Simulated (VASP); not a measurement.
Here is a VASP 6.6.1 calculation.

Contents of INCAR:

```
  PREC = Accurate
  ENCUT = 520
  EDIFF = 1E-7
  ISMEAR = -1
  SIGMA = 0.03
  LREAL = False
  LASPH = True
  NELM = 100
  ALGO = Normal
  ISIF = 2
  LWAVE = False
  LCHARG = False
  GGA = PE
  NBANDS = 11
```

File KPOINTS:

```
regular mesh
0
Gamma
  10 10 10
```

The input POSCAR:

```
BeS
1.0
    0.0000000000      2.4250000000      2.4250000000
    2.4250000000      0.0000000000      2.4250000000
    2.4250000000      2.4250000000      0.0000000000
Be S
1 1
Direct
    0.0000000000      0.0000000000      0.0000000000
    0.2500000000      0.2500000000      0.2500000000
```

Potentials or basis: VASP PAW PBE potentials, release 64 (Be, S).

Launch:

```bash
$ cat potpaw_PBE.64/Be/POTCAR potpaw_PBE.64/S/POTCAR > POTCAR
$ mpirun -np 1 vasp_std > vasp.out
```

Q: What does it give for the pressure?

A: 1.5 GPa.

Q: What does it give for the band gap on the k mesh?

A: 3.11 eV, indirect (least direct gap 5.67 eV).

A k mesh can miss the band edges.
